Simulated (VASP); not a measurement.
# Al3GaN4 (P-43m) in VASP: notebook

Runs on Al3GaN4. Level: LDA. Tasks: single point.

Everything below comes from runs of VASP 6.6.1. Logs are shortened: lines on timing, memory, paths and dates and some standing lists are left out, and cuts for length are marked.

### 1 The cell of the first run

It takes space group P-43m (No. 215, cubic). The conventional cell has a = 4.341 Å, b = 4.341 Å, c = 4.341 Å, α = 90.00°, β = 90.00°, γ = 90.00°. Within 2.5 Å of Al (site symmetry -42m) lie 4 N at 1.87 Å. Within 2.5 Å of Ga (site symmetry -43m) lie 4 N at 1.92 Å. Within 2.5 Å of N (site symmetry 3m) lie 3 Al at 1.87 Å and 1 Ga at 1.92 Å.

### 2 Single point, LDA (10.22 Å³/atom)

Contents of INCAR:

```
SYSTEM = Al3GaN4
PREC = Accurate
ENCUT = 520
EDIFF = 1E-6
ISMEAR = 0
SIGMA = 0.01
LREAL = .FALSE.
LASPH = .TRUE.
NELM = 80
ALGO = Normal
ISIF = 2
LWAVE = .FALSE.
LCHARG = .FALSE.
NBANDS = 31
```

Contents of KPOINTS:

```
Automatic mesh
0
G
  6 6 6
  0 0 0
```

Contents of POSCAR:

```
Al3GaN4
1.0
    4.3408928061      0.0000000000      0.0000000000
    0.0000000000      4.3408928061      0.0000000000
    0.0000000000      0.0000000000      4.3408928061
Al Ga N
3 1 4
Direct
    0.5000000000      0.5000000000      0.0000000000
    0.5000000000      0.0000000000      0.5000000000
    0.0000000000      0.5000000000      0.5000000000
    0.0000000000      0.0000000000      0.0000000000
    0.7448621376      0.7448621376      0.2551378624
    0.7448621376      0.2551378624      0.7448621376
    0.2551378624      0.7448621376      0.7448621376
    0.2551378624      0.2551378624      0.2551378624
```

Potentials or basis: VASP PAW LDA potentials, release 64 (Al, Ga_d, N).

Run with:

```
$ cat potpaw_LDA.64/Al/POTCAR potpaw_LDA.64/Ga_d/POTCAR potpaw_LDA.64/N/POTCAR > POTCAR
$ mpirun -np 1 vasp_std > vasp.out
```

OUTCAR:

```text
SYSTEM = Al3GaN4
   PREC = Accurate
   ENCUT = 520
   EDIFF = 1E-6
   ISMEAR = 0
   LREAL = .FALSE.
   LASPH = .TRUE.
   NELM = 80
   ISIF = 2

 ion  position               nearest neighbor table
   1  0.500  0.500  0.000-   5 1.87   6 1.87   7 1.87   8 1.87   3 3.07   4 3.07   2 3.07   2 3.07
                             3 3.07   2 3.07   4 3.07   2 3.07   3 3.07   4 3.07   3 3.07   4 3.07
   2  0.500  0.000  0.500-   5 1.87   6 1.87   7 1.87   8 1.87   3 3.07   4 3.07   1 3.07   1 3.07
                             4 3.07   1 3.07   3 3.07   1 3.07   3 3.07   4 3.07   4 3.07   3 3.07
   3  0.000  0.500  0.500-   5 1.87   6 1.87   7 1.87   8 1.87   2 3.07   4 3.07   1 3.07   1 3.07
                             4 3.07   2 3.07   4 3.07   4 3.07   1 3.07   2 3.07   1 3.07   2 3.07
   4  0.000  0.000  0.000-   5 1.92   6 1.92   7 1.92   8 1.92   2 3.07   3 3.07   1 3.07   2 3.07
                             3 3.07   1 3.07   3 3.07   3 3.07   1 3.07   2 3.07   2 3.07   1 3.07
   5  0.745  0.745  0.255-   1 1.87   2 1.87   3 1.87   4 1.92
   6  0.745  0.255  0.745-   1 1.87   2 1.87   3 1.87   4 1.92
   7  0.255  0.745  0.745-   1 1.87   2 1.87   3 1.87   4 1.92
   8  0.255  0.255  0.255-   1 1.87   2 1.87   3 1.87   4 1.92

  LATTYP: Found a simple cubic cell.
 ALAT       =     4.3408928061

  Lattice vectors:

 A1 = (   4.3408928061,   0.0000000000,   0.0000000000)
 A2 = (   0.0000000000,   4.3408928061,   0.0000000000)
 A3 = (   0.0000000000,   0.0000000000,   4.3408928061)

Analysis of symmetry for initial positions (statically):
=====================================================================
 Subroutine PRICEL returns:
 Original cell was already a primitive cell.

 Routine SETGRP: Setting up the symmetry group for a
 simple cubic supercell.

 Subroutine GETGRP returns: Found 24 space group operations
 (whereof 24 operations were pure point group operations)
 out of a pool of 48 trial point group operations.

The static configuration has the point symmetry T_d .

Analysis of symmetry for dynamics (positions and initial velocities):
=====================================================================
 Subroutine PRICEL returns:
 Original cell was already a primitive cell.

 Routine SETGRP: Setting up the symmetry group for a
 simple cubic supercell.

 Subroutine GETGRP returns: Found 24 space group operations
 (whereof 24 operations were pure point group operations)
 out of a pool of 48 trial point group operations.

The dynamic configuration has the point symmetry T_d .

 Subroutine INISYM returns: Found 24 space group operations
 (whereof 24 operations are pure point group operations),
 and found     1 'primitive' translations

----------------------------------------------------------------------------------------

                                     Primitive cell

  volume of cell :      81.7970

  direct lattice vectors                    reciprocal lattice vectors
     4.340892806  0.000000000  0.000000000     0.230367356  0.000000000  0.000000000
     0.000000000  4.340892806  0.000000000     0.000000000  0.230367356  0.000000000
     0.000000000  0.000000000  4.340892806     0.000000000  0.000000000  0.230367356

  length of vectors
     4.340892806  4.340892806  4.340892806     0.230367356  0.230367356  0.230367356

  position of ions in fractional coordinates (direct lattice)
     0.500000000  0.500000000  0.000000000
     0.500000000  0.000000000  0.500000000
     0.000000000  0.500000000  0.500000000
     0.000000000  0.000000000  0.000000000
     0.744862138  0.744862138  0.255137862
     0.744862138  0.255137862  0.744862138
     0.255137862  0.744862138  0.744862138
     0.255137862  0.255137862  0.255137862

  ion indices of the primitive-cell ions
   primitive index   ion index
                 1           1
                 2           2
                 3           3
                 4           4
                 5           5
                 6           6
                 7           7
                 8           8

----------------------------------------------------------------------------------------

 KPOINTS: Automatic mesh

Automatic generation of k-mesh.
 Grid dimensions read from file:
 generate k-points for:    6    6    6

 Generating k-lattice:

  Cartesian coordinates                     Fractional coordinates (reciprocal lattice)
     0.038394559  0.000000000  0.000000000     0.166666667  0.000000000  0.000000000
     0.000000000  0.038394559  0.000000000     0.000000000  0.166666667  0.000000000
     0.000000000  0.000000000  0.038394559     0.000000000  0.000000000  0.166666667

  Length of vectors
     0.038394559  0.038394559  0.038394559

  Shift w.r.t. Gamma in fractional coordinates (k-lattice)
     0.000000000  0.000000000  0.000000000

 Subroutine IBZKPT returns following result:
 ===========================================

 Found     20 irreducible k-points:

 Following reciprocal coordinates:
            Coordinates               Weight
  0.000000  0.000000  0.000000      1.000000
  0.166667  0.000000  0.000000      6.000000
  0.333333  0.000000  0.000000      6.000000
  0.500000  0.000000  0.000000      3.000000
  0.166667  0.166667  0.000000     12.000000
  0.333333  0.166667  0.000000     24.000000
[... 12 lines left out ...]
  0.500000  0.500000  0.333333      6.000000
  0.500000  0.500000  0.500000      1.000000
   k-points           NKPTS =     20   k-points in BZ     NKDIM =     20   number of bands    NBANDS=     31
   number of dos      NEDOS =    301   number of ions     NIONS =      8
   total plane-waves  NPLWV =  32768
   dimension x,y,z NGX =    32 NGY =   32 NGZ =   32
   dimension x,y,z NGXF=    64 NGYF=   64 NGZF=   64
   ions per type =               3   1   4
   NGX,Y,Z   is equivalent  to a cutoff of  12.26, 12.26, 12.26 a.u.
   NGXF,Y,Z  is equivalent  to a cutoff of  24.51, 24.51, 24.51 a.u.
 SYSTEM =  Al3GaN4
   PREC   = accura    normal or accurate (medium, high low for compatibility)
   ISTART =      0    job   : 0-new  1-cont  2-samecut
   ICHARG =      2    charge: 1-file 2-atom 10-const
   ISPIN  =      1    spin polarized calculation?
   LNONCOLLINEAR =      F non collinear calculations
   LSORBIT =      F    spin-orbit coupling
   LASPH  =      T    aspherical Exc in radial PAW
   ENCUT  =  520.0 eV  38.22 Ry    6.18 a.u.   8.07  8.07  8.07*2*pi/ulx,y,z
   NELM   =     80;   NELMIN=  2; NELMDL= -5     # of ELM steps
   EDIFF  = 0.1E-05   stopping-criterion for ELM
   LREAL  =      F    real-space projection
   EDIFFG = 0.1E-04   stopping-criterion for IOM
   NSW    =      0    number of steps for IOM
   IBRION =     -1    ionic relax: 0-MD 1-quasi-New 2-CG
   NFREE  =      0    steps in history (QN), initial steepest desc. (CG)
   ISIF   =      2    stress and relaxation
   ISYM   =      2    0-nonsym 1-usesym 2-fastsym
   POTIM  = 0.5000    time-step for ionic-motion
   TEBEG  =    0.0;   TEEND  =   0.0 temperature during run
   PSTRESS=    0.0 pullay stress
   NELECT =      42.0000    total number of electrons
   NUPDOWN=      -1.0000    fix difference up-down
   EMIN   =  10.00;   EMAX   =-10.00  energy-range for DOS
   EFERMI =   0.00;   METHOD = LEGACY
   ISMEAR =     0;   SIGMA  =   0.01  broadening in eV -4-tet -1-fermi 0-gaus
   EFERMI_NEDOS =   21; number of points for ismear=-14 and -15
   IALGO  =     38    algorithm
   IMIX   =      4    mixing-type and parameters
     AMIX     =   0.40;   BMIX     =  1.00
     AMIX_MAG =   1.60;   BMIX_MAG =  1.00
  volume/ion in A,a.u.               =      10.22        69.00
  Fermi-wavevector in a.u.,A,eV,Ry     =   1.310928  2.477295 23.382053  1.718532
  Thomas-Fermi vector in A             =   2.441425
   LORBIT       =      0    0 simple, 1 ext, 2 COOP (PROOUT), +10 PAW based schemes
   GGA     = CA    functional components
   LHFCALC =     F    Hartree Fock is set to
   AEXX    =    0.0000 exact exchange contribution
   IVDW    =     0    specifies the selected vdW correction
   LEPSILON=     F    determine dielectric tensor
   LRPA    =     F    only Hartree local field effects (RPA)
 non-spin polarized calculation
 Gauss-broadening in eV      SIGMA  =   0.01
  energy-cutoff  :      520.00
  volume of cell :       81.80
 maximum number of plane-waves:      2272
   NGX = 17   NGY = 17   NGZ = 17

 number of electron      42.0000020 magnetization

 Free energy of the ion-electron system (eV)
  ---------------------------------------------------
  ext. energy  EPLUGINS =         0.00000000
  ---------------------------------------------------
  free energy    TOTEN  =       -63.03632045 eV

  energy without entropy =      -63.03632045  energy(sigma->0) =      -63.03632045

 E-fermi :   5.9741     XC(G=0): -11.6959

 val. band max:        5.9159885576   @ k =   0.1667   0.1667   0.0000
 cond. band min:       9.2905048430   @ k =   0.0000   0.0000   0.0000
 fundamental gap:      3.3745162854
 Fermi energy:         5.9741011891

 k-point     1 :       0.0000    0.0000    0.0000
  band No.  band energies     occupation
      1      -9.4107      2.00000
      2      -7.5896      2.00000
      3      -7.5896      2.00000
      4      -7.5896      2.00000
      5      -6.8294      2.00000
      6      -6.8294      2.00000
[... 23 lines left out ...]
     30      18.0366      0.00000
     31      18.0366      0.00000

 k-point     2 :       0.1667    0.0000    0.0000
  band No.  band energies     occupation
      1      -9.2743      2.00000
      2      -7.6421      2.00000
      3      -7.5980      2.00000
      4      -7.5980      2.00000
      5      -6.8277      2.00000
      6      -6.8237      2.00000
[... 23 lines left out ...]
     30      18.2401      0.00000
     31      18.2401      0.00000

 k-point     3 :       0.3333    0.0000    0.0000
  band No.  band energies     occupation
      1      -8.8912      2.00000
      2      -7.8613      2.00000
      3      -7.6142      2.00000
      4      -7.6142      2.00000
      5      -6.8242      2.00000
      6      -6.8075      2.00000
[... 567 lines left out ...]
     30      17.0051      0.00000
     31      17.0737      0.00000

 k-point    20 :       0.5000    0.5000    0.5000
  band No.  band energies     occupation
      1      -7.9414      2.00000
      2      -7.9414      2.00000
      3      -7.9414      2.00000
      4      -7.2958      2.00000
      5      -6.7837      2.00000
      6      -6.7837      2.00000
[... 23 lines left out ...]
     30      16.7663      0.00000
     31      16.7938      0.00000

------------------------ aborting loop because EDIFF is reached ----------------------------------------

  FORCE on cell =-STRESS in cart. coord.  units (eV):
  Direction    XX          YY          ZZ          XY          YZ          ZX
  --------------------------------------------------------------------------------------
  -------------------------------------------------------------------------------------
  Total        2.6552204      2.6552204      2.6552204      0.0000000      0.0000000     -0.0000000
  in kB       52.0084566     52.0084566     52.0084566      0.0000000      0.0000000     -0.0000000
  external PRESSURE =      52.0084566 kB  Pullay stress =       0.0000000 kB

 VOLUME and BASIS-vectors are now :
 -----------------------------------------------------------------------------
  energy-cutoff  :      520.00
  volume of cell :       81.80
      direct lattice vectors                 reciprocal lattice vectors
     4.340892806  0.000000000  0.000000000     0.230367356  0.000000000  0.000000000
     0.000000000  4.340892806  0.000000000     0.000000000  0.230367356  0.000000000
     0.000000000  0.000000000  4.340892806     0.000000000  0.000000000  0.230367356

 POSITION                                       TOTAL-FORCE (eV/Angst)
 -----------------------------------------------------------------------------------
      2.17045      2.17045      0.00000         0.000000      0.000000     -0.000000
      2.17045      0.00000      2.17045         0.000000      0.000000     -0.000000
      0.00000      2.17045      2.17045         0.000000      0.000000     -0.000000
      0.00000      0.00000      0.00000         0.000000      0.000000     -0.000000
      3.23337      3.23337      1.10753        -0.014199     -0.014199      0.014199
      3.23337      1.10753      3.23337        -0.014199      0.014199     -0.014199
      1.10753      3.23337      3.23337         0.014199     -0.014199     -0.014199
      1.10753      1.10753      1.10753         0.014199      0.014199      0.014199
 -----------------------------------------------------------------------------------
    total drift:                               -0.000001     -0.000001      0.000000

  FREE ENERGIE OF THE ION-ELECTRON SYSTEM (eV)
  ---------------------------------------------------
  free  energy   TOTEN  =       -63.0363204535 eV

  energy  without entropy=      -63.0363204535  energy(sigma->0) =      -63.03632045
```

Run time: 30 s. Hardware: 1 thread of Intel Xeon Platinum 8375C at 2.90GHz (Ice Lake), shared host; peak memory 0.18 GiB.

What came out:

```yaml
Free_energy: -63.0363 eV
Pressure: 5.2 GPa
Largest_force: 0.025 eV/Å
Band_gap_on_the_k_mesh: 3.37 eV
```

Forces on the atoms (eV/Å):
```
Al   0.000  0.000  0.000
Al   0.000  0.000  0.000
Al   0.000  0.000  0.000
Ga   0.000  0.000  0.000
N   -0.014 -0.014  0.014
N   -0.014  0.014 -0.014
N    0.014 -0.014 -0.014
N    0.014  0.014  0.014
```

Caveat: the cell stands under pressure. A k mesh can miss the band edges.

### 3 Single point, LDA

This run uses another cell than the first one, of 10.43 Å³/atom.

Contents of INCAR:

```
ALGO = Normal
EDIFF = 1E-6
ENCUT = 520
ISIF = 2
ISMEAR = 0
LASPH = T
LCHARG = F
LREAL = F
LWAVE = F
NBANDS = 31
NELM = 60
PREC = Accurate
SIGMA = 0.02
```

Contents of KPOINTS:

```
k-points
0
Gamma
  6 6 6
```

Contents of POSCAR:

```
Al3GaN4
1.0
    4.3702240526      0.0000000000      0.0000000000
    0.0000000000      4.3702240526      0.0000000000
    0.0000000000      0.0000000000      4.3702240526
Al Ga N
3 1 4
Direct
    0.5000000000      0.5000000000      0.0000000000
    0.5000000000      0.0000000000      0.5000000000
    0.0000000000      0.5000000000      0.5000000000
    0.0000000000      0.0000000000      0.0000000000
    0.7448945398      0.7448945398      0.2551054602
    0.7448945398      0.2551054602      0.7448945398
    0.2551054602      0.7448945398      0.7448945398
    0.2551054602      0.2551054602      0.2551054602
```

Potentials or basis: VASP PAW LDA potentials, release 64 (Al, Ga_d, N).

Run with:

```
$ cat potpaw_LDA.64/Al/POTCAR potpaw_LDA.64/Ga_d/POTCAR potpaw_LDA.64/N/POTCAR > POTCAR
$ mpirun -np 1 vasp_std > vasp.out
```

Wall time 42 s (1 thread of Intel Xeon Platinum 8375C at 2.90GHz (Ice Lake), shared host); peak memory 0.19 GiB.

Results (log left out):

* Free energy: -63.0679 eV
* Pressure: 0.7 GPa
* Largest force: 0.024 eV/Å
* Band gap on the k mesh: 3.36 eV

Forces on the atoms (eV/Å):
```
Al   0.000  0.000  0.000
Al   0.000  0.000  0.000
Al   0.000  0.000  0.000
Ga   0.000  0.000  0.000
N   -0.014 -0.014  0.014
N   -0.014  0.014 -0.014
N    0.014 -0.014 -0.014
N    0.014  0.014  0.014
```

Levels at points of the mesh, in eV from the valence-band top:
```
           k point  band 19  band 20  band 21  band 22  band 23  band 24
(0.00, 0.00, 0.00)     0.00     0.00     0.00     3.36     3.36     3.36
(0.50, 0.00, 0.00)    -1.25    -0.96    -0.96     5.68     5.72     6.12
(0.50, 0.50, 0.00)    -0.55    -0.55    -0.55     7.48     7.57     7.57
(0.50, 0.50, 0.50)    -0.39    -0.39    -0.39     5.66     7.11     7.11
```
